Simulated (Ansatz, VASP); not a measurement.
Two plane-wave programs on SiC

```
Si C
1.0
     2.61723   -0.00510    0.00707
    -0.01020    5.16821    0.06752
     0.01414    0.06752    5.23091
Si C
4 4
Direct
  0.53127 0.26395 0.22335
  0.47868 0.22673 0.76021
  0.55700 0.77045 0.27400
  0.45696 0.77203 0.72156
  0.00397 0.46642 0.48538
  0.94714 0.52575 0.01697
  0.01403 0.98062 0.52107
  0.01096 0.99405 0.99747
```

Change from the starting cell: CuAu (L1_0) type (P4/mmm, No. 123); cell x4, atoms moved at random (sigma 0.1 Å) and cell strained at random (1.5 %), then relaxed without symmetry.

Alike in both runs: task relaxation of cell and atoms; functional PBE; k mesh 8 × 4 × 4; occupations gaussian, width 0.1 eV; no spin polarisation.

|  | VASP | Ansatz |
| --- | --- | --- |
| version | VASP 6.6.1 | Ansatz 0.2.0 |
| potentials or method | VASP PAW PBE potentials, release 64 (Si, C), cutoff 600 eV | scalar-relativistic, plane waves, PAW |
| valence electrons in the cell | 32 | 32 |

VASP gave:

- relaxed volume (Å³/atom): 10.96
- relaxed cell length with the largest relative difference (Å): 6.280

Which values does Ansatz return?

Relaxed volume (Å³/atom): 10.50; relaxed cell length with the largest relative difference (Å): 5.364.

Noted on VASP's run: the volume moved by over 15 % at a fixed basis, so the end points are rough.
